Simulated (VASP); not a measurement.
A run of VASP 6.6.1:

Contents of INCAR:

```
PREC     = Accurate       # precision mode
ENCUT    = 520            # plane-wave cutoff, eV
EDIFF    = 1E-7           # SCF threshold, eV
ISMEAR   = 0              # smearing method
SIGMA    = 0.1            # smearing width, eV
LREAL    = False          # projectors in reciprocal space
LASPH    = True           # aspherical terms in the spheres
NELM     = 60             # most SCF steps
ALGO     = Normal         # electronic algorithm
ISIF     = 2              # what is computed and relaxed
LWAVE    = False          # write WAVECAR
LCHARG   = False          # write CHGCAR
GGA      = PS             # functional
NBANDS   = 8              # bands
```

KPOINTS

```
regular mesh
0
Gamma
  18 18 18
```

The input POSCAR:

```
Al
1.0
    0.0000000000      2.0077938131      2.0077938131
    2.0077938131      0.0000000000      2.0077938131
    2.0077938131      2.0077938131      0.0000000000
Al
1
Direct
    0.0000000000      0.0000000000      0.0000000000
```

Potentials or basis: VASP PAW PBE potentials, release 64 (Al).

Command:

```console
$ cat potpaw_PBE.64/Al/POTCAR > POTCAR
$ mpirun -np 1 vasp_std > vasp.out
```

Hardware: 1 thread of Intel(R) Xeon(R) 6975P-C (Granite Rapids), with other jobs on the host.

Q: Estimate the wall time of this run.

A: Wall time 9.2 s on 1 thread of Intel(R) Xeon(R) 6975P-C (Granite Rapids), on a shared host, peak memory 0.14 GiB. Counts: scf iterations 11, k points 195.
